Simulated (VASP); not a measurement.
P: single point with RPBE

Crystal: P.

```
P
1.0
     2.63969    0.00000    0.00000
    -1.31985    2.28604    0.00000
     0.00000    0.00000    9.91699
P
4
Direct
  0.00000 0.00000 0.00000
  0.00000 0.00000 0.50000
  0.33333 0.66667 0.25000
  0.66667 0.33333 0.75000
```

This isn't the form of P at room conditions, which is orthorhombic.

| Item | Value |
| --- | --- |
| Program | VASP 6.6.1 |
| Task | single point |
| Functional | RPBE |
| Potentials or basis | VASP PAW PBE potentials, release 64 (P) |
| Cutoff | 520 eV |
| k mesh | 18 × 18 × 5 |
| Occupations | fermi-dirac, width 0.1 eV |
| Spin | no spin polarisation |

```
Pressure               : -0.5 GPa
Band gap on the k mesh : zero (bands 10 and 11 overlap by 10.32 eV)
```

Stress tensor (GPa, compression positive):
```
-0.81  0.00  0.00
 0.00 -0.81  0.00
 0.00  0.00  0.10
```

Levels at points of the mesh, in eV from the Fermi level:
| k point | band 6 | band 7 | band 8 | band 9 | band 10 | band 11 | band 12 | band 13 | band 14 | band 15 |
| --- | --- | --- | --- | --- | --- | --- | --- | --- | --- | --- |
| (0.00, 0.00, 0.00) | -2.86 | -2.85 | 3.98 | 6.58 | 6.58 | 7.07 | 7.07 | 7.15 | 7.15 | 7.77 |
| (0.50, 0.00, 0.00) | -7.20 | -5.51 | -5.22 | -2.21 | -1.29 | 1.55 | 2.16 | 2.38 | 3.17 | 3.19 |

It took 2.6 min on 1 thread of Intel Xeon 8259CL, with other jobs on the host, peak memory 0.22 GiB.

Caveat: the PAW data sets were made with another functional, which shifts forces and pressure a little.
